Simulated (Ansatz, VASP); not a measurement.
## One calculation of Al4BSbP2, two programs

```
CELL_PARAMETERS angstrom
3.82674 0.00000 0.00000
-1.91337 3.31406 0.00000
0.00000 0.00000 13.52491
ATOMIC_POSITIONS crystal
Al 0.33333 0.66667 0.47249
Al 0.33333 0.66667 0.02511
Al 0.66667 0.33333 0.23556
Al 0.66667 0.33333 0.78486
B 0.33333 0.66667 0.18226
Sb 0.33333 0.66667 0.67673
P 0.66667 0.33333 0.41753
P 0.66667 0.33333 0.95547
```

Alike in both runs: functional PBE; k mesh 12 × 12 × 4; occupations gaussian, width 0.1 eV; no spin polarisation.

Ansatz relaxed the structure, and its values are those at the end. VASP's run is a single point on that final structure, the one shown.

```csv
,VASP,Ansatz
version,VASP 6.6.1,Ansatz 0.2.0
potentials or method,"VASP PAW PBE potentials, release 64 (Al, B, Sb, P), cutoff 520 eV","scalar-relativistic, plane waves, PAW"
valence electrons in the cell,30,40
```

Ansatz gave:

| Item | Value |
| --- | --- |
| gap on the k mesh at the Fermi level (eV) | none |
| pressure (GPa) | 0.0 |
| rms of the force components (eV/Å) | 0.001 |

Problem. Estimate VASP's values.

Solution. gap on the k mesh at the Fermi level (eV): none; pressure (GPa): 0.0; rms of the force components (eV/Å): 0.012.

A gap of «none» marks a metal or a gap that the smearing closes. VASP's potentials hold 30 valence electrons a cell and Ansatz's 40, so a difference there can come from the potentials and not from the codes.

Spin-orbit coupling is off throughout.
